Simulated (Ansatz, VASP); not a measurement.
## Re in VASP and in Ansatz

```xyz
2
Lattice="2.7608 0.0000 0.0000 -1.3804 2.3909 0.0000 0.0000 0.0000 4.4582" Properties=species:S:1:pos:R:3 pbc="T T T"
Re    1.3804    0.7970    3.3436
Re    0.0000    1.5939    1.1145
```

Alike in both runs: task relaxation of cell and atoms; functional revPBE; k mesh 11 × 11 × 6; occupations fermi-dirac, width 0.05 eV; no spin polarisation.

|  | VASP | Ansatz |
| --- | --- | --- |
| version | VASP 6.6.1 | Ansatz 0.2.0 |
| potentials or method | VASP PAW PBE potentials, release 64 (Re), cutoff 600 eV | all-electron LAPW, scalar-relativistic |

```csv
,VASP,Ansatz,Ansatz less VASP
relaxed volume (Å³/atom),15.04,15.07,+0.028
relaxed cell length with the largest relative difference (Å),4.494,4.498,+0.0039
```

VASP's potentials were made for PBE, not for revPBE. Ansatz ran all-electron here, and VASP with PAW potentials.

Neither program's run includes spin-orbit coupling.
